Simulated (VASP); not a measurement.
# KCl (I4/mmm) in VASP: further runs

The runs below take KCl through single point, with r2SCAN.

All numbers are computed with VASP 6.6.1; they aren't measurements. Logs are shortened: lines on timing, memory, paths and dates and some standing lists are left out, and cuts for length are marked.

## 1. The cell of the first run

Symmetry: I4/mmm, No. 139, tetragonal system. Conventional cell: a = 3.899 Å, b = 3.899 Å, c = 8.271 Å, α = 90.00°, β = 90.00°, γ = 90.00°. K (site symmetry 4/mmm) has 4 Cl at 2.76 Å within 3.6 Å. Within 3.6 Å of Cl (site symmetry 4/mmm) lie 4 K at 2.76 Å.

## 2. Single point, r2SCAN

The input, POSCAR:

```
KCl
1.0
    0.0000000000      2.7571073048      4.1356609571
    2.7571073048      0.0000000000      4.1356609571
    2.7571073048      2.7571073048      0.0000000000
K Cl
1 1
Direct
    0.0000000000      0.0000000000      0.0000000000
    0.5000000000      0.5000000000      0.5000000000
```

The input, INCAR.step1:

```
  PREC = Accurate
  ENCUT = 520
  ISMEAR = 0
  SIGMA = 0.05
  LREAL = F
  LASPH = T
  NELM = 80
  NBANDS = 15
  GGA = PE
  ALGO = Normal
  EDIFF = 1E-4
  LWAVE = T
  LCHARG = F
```

The input, INCAR.step2:

```
  PREC = Accurate
  ENCUT = 520
  EDIFF = 1E-7
  ISMEAR = 0
  SIGMA = 0.05
  LREAL = F
  LASPH = T
  NELM = 80
  ALGO = Normal
  ISIF = 2
  LWAVE = F
  LCHARG = F
  METAGGA = R2SCAN
  LMIXTAU = T
  NBANDS = 15
  ISTART = 1
```

The input, KPOINTS:

```
regular mesh
0
Gamma
  8 8 8
```

Potentials or basis: VASP PAW PBE potentials, release 64 (K_sv, Cl).

Started as:

```console
cat potpaw_PBE.64/K_sv/POTCAR potpaw_PBE.64/Cl/POTCAR > POTCAR
cp INCAR.step1 INCAR
mpirun -np 1 vasp_std > vasp.out
cp INCAR.step2 INCAR
mpirun -np 1 vasp_std > vasp.out
```

OUTCAR:

```text
PREC = Accurate
   ENCUT = 520
   EDIFF = 1E-7
   ISMEAR = 0
   LREAL = F
   LASPH = T
   NELM = 80
   ISIF = 2
   METAGGA = R2SCAN
   ISTART = 1

 ion  position               nearest neighbor table
   1  0.000  0.000  0.000-   2 2.76   2 2.76   2 2.76   2 2.76
   2  0.500  0.500  0.500-   1 2.76   1 2.76   1 2.76   1 2.76

  LATTYP: Found a body centered tetragonal cell.
 ALAT       =     3.8991385434
 C/A-ratio  =     2.1213203435

  Lattice vectors:

 A1 = (  -2.7571073048,   0.0000000000,   4.1356609571)
 A2 = (   2.7571073048,   0.0000000000,   4.1356609571)
 A3 = (   0.0000000000,   2.7571073048,  -4.1356609571)

Analysis of symmetry for initial positions (statically):
=====================================================================
 Subroutine PRICEL returns:
 Original cell was already a primitive cell.

 Routine SETGRP: Setting up the symmetry group for a
 body centered tetragonal supercell.

 Subroutine GETGRP returns: Found 16 space group operations
 (whereof 16 operations were pure point group operations)
 out of a pool of 16 trial point group operations.

The static configuration has the point symmetry D_4h.

Analysis of symmetry for dynamics (positions and initial velocities):
=====================================================================
 Subroutine PRICEL returns:
 Original cell was already a primitive cell.

 Routine SETGRP: Setting up the symmetry group for a
 body centered tetragonal supercell.

 Subroutine GETGRP returns: Found 16 space group operations
 (whereof 16 operations were pure point group operations)
 out of a pool of 16 trial point group operations.

The dynamic configuration has the point symmetry D_4h.

 Subroutine INISYM returns: Found 16 space group operations
 (whereof 16 operations are pure point group operations),
 and found     1 'primitive' translations

----------------------------------------------------------------------------------------

                                     Primitive cell

  volume of cell :      62.8756

  direct lattice vectors                    reciprocal lattice vectors
     0.000000000  2.757107305  4.135660957    -0.181349489  0.181349489  0.120899659
     2.757107305  0.000000000  4.135660957     0.181349489 -0.181349489  0.120899659
     2.757107305  2.757107305  0.000000000     0.181349489  0.181349489 -0.120899659

  length of vectors
     4.970445880  4.970445880  3.899138543     0.283534833  0.283534833  0.283534833

  position of ions in fractional coordinates (direct lattice)
     0.000000000  0.000000000  0.000000000
     0.500000000  0.500000000  0.500000000

  ion indices of the primitive-cell ions
   primitive index   ion index
                 1           1
                 2           2

----------------------------------------------------------------------------------------

 KPOINTS: regular mesh

Automatic generation of k-mesh.
 Grid dimensions read from file:
 generate k-points for:    8    8    8

 Generating k-lattice:

  Cartesian coordinates                     Fractional coordinates (reciprocal lattice)
    -0.022668686  0.022668686  0.015112457     0.125000000  0.000000000  0.000000000
     0.022668686 -0.022668686  0.015112457     0.000000000  0.125000000  0.000000000
     0.022668686  0.022668686 -0.015112457    -0.000000000 -0.000000000  0.125000000

  Length of vectors
     0.035441854  0.035441854  0.035441854

  Shift w.r.t. Gamma in fractional coordinates (k-lattice)
     0.000000000  0.000000000  0.000000000

 Subroutine IBZKPT returns following result:
 ===========================================

 Found     59 irreducible k-points:

 Following reciprocal coordinates:
            Coordinates               Weight
  0.000000  0.000000  0.000000      1.000000
  0.125000  0.000000  0.000000      8.000000
  0.250000  0.000000  0.000000      8.000000
  0.375000  0.000000  0.000000      8.000000
  0.500000  0.000000  0.000000      4.000000
  0.125000  0.125000  0.000000      2.000000
[... 16 lines left out ...]
  0.250000  0.000000  0.125000     16.000000
  0.375000  0.000000  0.125000     16.000000
 [... further k-points ...]
   k-points           NKPTS =     59   k-points in BZ     NKDIM =     59   number of bands    NBANDS=     15
   number of dos      NEDOS =    301   number of ions     NIONS =      2
   total plane-waves  NPLWV =  48000
   dimension x,y,z NGX =    40 NGY =   40 NGZ =   30
   dimension x,y,z NGXF=    80 NGYF=   80 NGZF=   60
   ions per type =               1   1
   NGX,Y,Z   is equivalent  to a cutoff of  13.38, 13.38, 12.79 a.u.
   NGXF,Y,Z  is equivalent  to a cutoff of  26.76, 26.76, 25.58 a.u.
 SYSTEM =  unknown system
   PREC   = accura    normal or accurate (medium, high low for compatibility)
   ISTART =      1    job   : 0-new  1-cont  2-samecut
   ICHARG =      0    charge: 1-file 2-atom 10-const
   ISPIN  =      1    spin polarized calculation?
   LNONCOLLINEAR =      F non collinear calculations
   LSORBIT =      F    spin-orbit coupling
   LASPH  =      T    aspherical Exc in radial PAW
   ENCUT  =  520.0 eV  38.22 Ry    6.18 a.u.   9.24  9.24  7.25*2*pi/ulx,y,z
   NELM   =     80;   NELMIN=  2; NELMDL=  0     # of ELM steps
   EDIFF  = 0.1E-06   stopping-criterion for ELM
   LREAL  =      F    real-space projection
   EDIFFG = 0.1E-05   stopping-criterion for IOM
   NSW    =      0    number of steps for IOM
   IBRION =     -1    ionic relax: 0-MD 1-quasi-New 2-CG
   NFREE  =      0    steps in history (QN), initial steepest desc. (CG)
   ISIF   =      2    stress and relaxation
   ISYM   =      2    0-nonsym 1-usesym 2-fastsym
   POTIM  = 0.5000    time-step for ionic-motion
   TEBEG  =    0.0;   TEEND  =   0.0 temperature during run
   PSTRESS=    0.0 pullay stress
   NELECT =      16.0000    total number of electrons
   NUPDOWN=      -1.0000    fix difference up-down
   EMIN   =  10.00;   EMAX   =-10.00  energy-range for DOS
   EFERMI =   0.00;   METHOD = LEGACY
   ISMEAR =     0;   SIGMA  =   0.05  broadening in eV -4-tet -1-fermi 0-gaus
   EFERMI_NEDOS =   21; number of points for ismear=-14 and -15
   IALGO  =     38    algorithm
   IMIX   =      4    mixing-type and parameters
     AMIX     =   0.40;   BMIX     =  1.00
     AMIX_MAG =   1.60;   BMIX_MAG =  1.00
  volume/ion in A,a.u.               =      31.44       212.15
  Fermi-wavevector in a.u.,A,eV,Ry     =   1.037419  1.960437 14.643101  1.076238
  Thomas-Fermi vector in A             =   2.171856
   LORBIT       =      0    0 simple, 1 ext, 2 COOP (PROOUT), +10 PAW based schemes
   METAGGA = R2SCAN    functional components
   LHFCALC =     F    Hartree Fock is set to
   AEXX    =    0.0000 exact exchange contribution
   IVDW    =     0    specifies the selected vdW correction
   LEPSILON=     F    determine dielectric tensor
   LRPA    =     F    only Hartree local field effects (RPA)
 non-spin polarized calculation
 Gauss-broadening in eV      SIGMA  =   0.05
  energy-cutoff  :      520.00
  volume of cell :       62.88
 maximum number of plane-waves:      1716
 NGX is ok and might be reduce to    40

 number of electron      15.9999999 magnetization

 Free energy of the ion-electron system (eV)
  ---------------------------------------------------
  ext. energy  EPLUGINS =         0.00000000
  ---------------------------------------------------
  free energy    TOTEN  =       -15.82231980 eV

  energy without entropy =      -15.82231980  energy(sigma->0) =      -15.82231980

 E-fermi :  -1.8641     XC(G=0):  -7.6695

 val. band max:       -2.0789980429   @ k =   0.0000   0.0000   0.0000
 cond. band min:       3.0576671701   @ k =   0.0000   0.0000   0.0000
 fundamental gap:      5.1366652131
 Fermi energy:        -1.8640713186

 k-point     1 :       0.0000    0.0000    0.0000
  band No.  band energies     occupation
      1     -30.2239      2.00000
      2     -15.1239      2.00000
      3     -13.0589      2.00000
      4     -12.9570      2.00000
      5     -12.9570      2.00000
      6      -2.5841      2.00000
      7      -2.0790      2.00000
      8      -2.0790      2.00000
      9       3.0577      0.00000
     10       5.4359      0.00000
     11       7.9756      0.00000
     12       7.9756      0.00000
     13       8.1790      0.00000
     14       8.5203      0.00000
     15      11.9899      0.00000

 k-point     2 :       0.1250    0.0000    0.0000
  band No.  band energies     occupation
      1     -30.2199      2.00000
      2     -15.2191      2.00000
      3     -13.0576      2.00000
      4     -12.9445      2.00000
      5     -12.8379      2.00000
      6      -2.6293      2.00000
      7      -2.3297      2.00000
      8      -2.1870      2.00000
      9       3.3505      0.00000
     10       5.7650      0.00000
     11       7.6772      0.00000
     12       8.1451      0.00000
     13       8.5274      0.00000
     14       8.8761      0.00000
     15      12.1137      0.00000

 k-point     3 :       0.2500    0.0000    0.0000
  band No.  band energies     occupation
      1     -30.2105      2.00000
      2     -15.4199      2.00000
      3     -13.0544      2.00000
      4     -12.9138      2.00000
      5     -12.5749      2.00000
      6      -2.9127      2.00000
      7      -2.6909      2.00000
      8      -2.4350      2.00000
      9       4.0955      0.00000
     10       6.5704      0.00000
     11       7.3036      0.00000
     12       8.6303      0.00000
     13       9.4088      0.00000
     14       9.8556      0.00000
     15      10.8101      0.00000
[... 343 lines left out ...]
 k-point    23 :       0.2500    0.0000    0.1250
  band No.  band energies     occupation
      1     -30.2073      2.00000
      2     -15.4131      2.00000
      3     -13.0466      2.00000
      4     -12.9982      2.00000
      5     -12.5296      2.00000
      6      -3.0053      2.00000
      7      -2.6600      2.00000
      8      -2.3670      2.00000
      9       4.0314      0.00000
     10       6.6208      0.00000
     11       7.0934      0.00000
     12       8.8905      0.00000
     13       9.0350      0.00000
     14      10.4341      0.00000
     15      10.6933      0.00000

 k-point    24 :       0.3750    0.0000    0.1250
  band No.  band energies     occupation
      1     -30.1981      2.00000
      2     -15.5381      2.00000
      3     -13.0440      2.00000
      4     -12.9530      2.00000
      5     -12.4053      2.00000
      6      -3.3194      2.00000
      7      -2.7389      2.00000
      8      -2.6112      2.00000
      9       4.9324      0.00000
     10       6.3542      0.00000
     11       8.3650      0.00000
     12       9.3444      0.00000
     13       9.5258      0.00000
     14       9.9306      0.00000
     15      11.4261      0.00000

 [... further k-points ...]
[... 5 lines left out ...]
  --------------------------------------------------------------------------------------
  -------------------------------------------------------------------------------------
  Total        4.7605277      4.7605277     -0.6190895      0.0000000      0.0000000      0.0000000
  in kB      121.3063173    121.3063173    -15.7754506      0.0000000      0.0000000      0.0000000
  external PRESSURE =      75.6123947 kB  Pullay stress =       0.0000000 kB

 VOLUME and BASIS-vectors are now :
 -----------------------------------------------------------------------------
  energy-cutoff  :      520.00
  volume of cell :       62.88
      direct lattice vectors                 reciprocal lattice vectors
     0.000000000  2.757107305  4.135660957    -0.181349489  0.181349489  0.120899659
     2.757107305  0.000000000  4.135660957     0.181349489 -0.181349489  0.120899659
     2.757107305  2.757107305  0.000000000     0.181349489  0.181349489 -0.120899659

 POSITION                                       TOTAL-FORCE (eV/Angst)
 -----------------------------------------------------------------------------------
      0.00000      0.00000      0.00000         0.000000     -0.000000      0.000000
      2.75711      2.75711      4.13566        -0.000000      0.000000     -0.000000
 -----------------------------------------------------------------------------------
    total drift:                                0.000000     -0.000000     -0.000000

  FREE ENERGIE OF THE ION-ELECTRON SYSTEM (eV)
  ---------------------------------------------------
  free  energy   TOTEN  =       -15.8223197969 eV

  energy  without entropy=      -15.8223197969  energy(sigma->0) =      -15.82231980
```

Wall time 6 min (1 thread of Intel Xeon Platinum 8259CL at 2.50GHz (Skylake/Cascade Lake), shared host); peak memory 0.24 GiB.

Results:

```
Free energy            : -15.8223 eV
Pressure               : 7.6 GPa
Band gap on the k mesh : 5.14 eV, direct
```

Stress tensor (GPa, compression positive):
```
12.13  0.00  0.00
 0.00 12.13  0.00
 0.00  0.00 -1.58
```

Levels at points of the mesh, in eV from the valence-band top:
```
           k point  band 6  band 7  band 8  band 9  band 10  band 11
(0.00, 0.00, 0.00)   -0.51    0.00    0.00    5.14     7.51    10.05
(0.50, 0.00, 0.00)   -1.50   -0.75   -0.68    7.72     8.48    11.45
(0.50, 0.50, 0.00)   -1.04   -0.04   -0.04    7.08     8.43     9.72
(0.50, 0.00, 0.50)   -0.53   -0.49   -0.42    7.01     9.23     9.69
```

Caveat: the PAW data sets were made with another functional, which shifts forces and pressure a little.

## 3. Single point, r2SCAN

This run uses another cell than the first one, of the same volume but with other edges.

The input, POSCAR:

```
KCl
1.0
    0.0000000000      3.1993396197      3.0713660349
    3.1993396197      0.0000000000      3.0713660349
    3.1993396197      3.1993396197      0.0000000000
K Cl
1 1
Direct
    0.0000000000      0.0000000000      0.0000000000
    0.5000000000      0.5000000000      0.5000000000
```

The input, INCAR.step1:

```
SYSTEM = KCl
  ALGO = Normal
  EDIFF = 1E-4
  ENCUT = 520
  GGA = PE
  ISMEAR = 0
  LASPH = .TRUE.
  LCHARG = .FALSE.
  LREAL = .FALSE.
  LWAVE = .TRUE.
  NBANDS = 15
  NELM = 100
  PREC = Accurate
  SIGMA = 0.05
```

The input, INCAR.step2:

```
SYSTEM = KCl
  ALGO = Normal
  EDIFF = 1E-6
  ENCUT = 520
  ISIF = 2
  ISMEAR = 0
  ISTART = 1
  LASPH = .TRUE.
  LCHARG = .FALSE.
  LMIXTAU = .TRUE.
  LREAL = .FALSE.
  LWAVE = .FALSE.
  METAGGA = R2SCAN
  NBANDS = 15
  NELM = 100
  PREC = Accurate
  SIGMA = 0.05
```

The input, KPOINTS:

```
k-points
0
G
  8 8 8
  0 0 0
```

Potentials or basis: VASP PAW PBE potentials, release 64 (K_sv, Cl).

Started as:

```console
cat potpaw_PBE.64/K_sv/POTCAR potpaw_PBE.64/Cl/POTCAR > POTCAR
cp INCAR.step1 INCAR
mpirun -np 1 vasp_std > vasp.out
cp INCAR.step2 INCAR
mpirun -np 1 vasp_std > vasp.out
```

It took 3.6 min on 1 thread of Intel Xeon Platinum 8259CL at 2.50GHz (Skylake/Cascade Lake), shared host; peak memory 0.24 GiB.

It converged, with:

```
Free energy            : -16.4974 eV
Pressure               : -0.1 GPa
Band gap on the k mesh : 5.77 eV, direct
```

Stress tensor (GPa, compression positive):
```
-0.66  0.00  0.00
 0.00 -0.66  0.00
 0.00  0.00  1.06
```

Levels at points of the mesh, in eV from the valence-band top:
| k point | band 4 | band 5 | band 6 | band 7 | band 8 | band 9 | band 10 | band 11 | band 12 | band 13 |
| --- | --- | --- | --- | --- | --- | --- | --- | --- | --- | --- |
| (0.00, 0.00, 0.00) | -11.00 | -11.00 | -0.03 | -0.03 | 0.00 | 5.77 | 8.93 | 8.93 | 9.19 | 9.94 |
| (0.50, 0.00, 0.00) | -11.00 | -10.77 | -1.05 | -0.34 | -0.34 | 8.08 | 9.18 | 11.25 | 11.30 | 11.95 |
| (0.50, 0.50, 0.00) | -11.06 | -11.06 | -0.63 | -0.28 | -0.28 | 6.97 | 9.19 | 10.77 | 11.14 | 11.54 |
| (0.50, 0.00, 0.50) | -11.05 | -11.04 | -0.71 | -0.23 | -0.22 | 7.05 | 9.13 | 10.53 | 11.06 | 11.50 |

Caveat: the PAW data sets were made with another functional, which shifts forces and pressure a little.
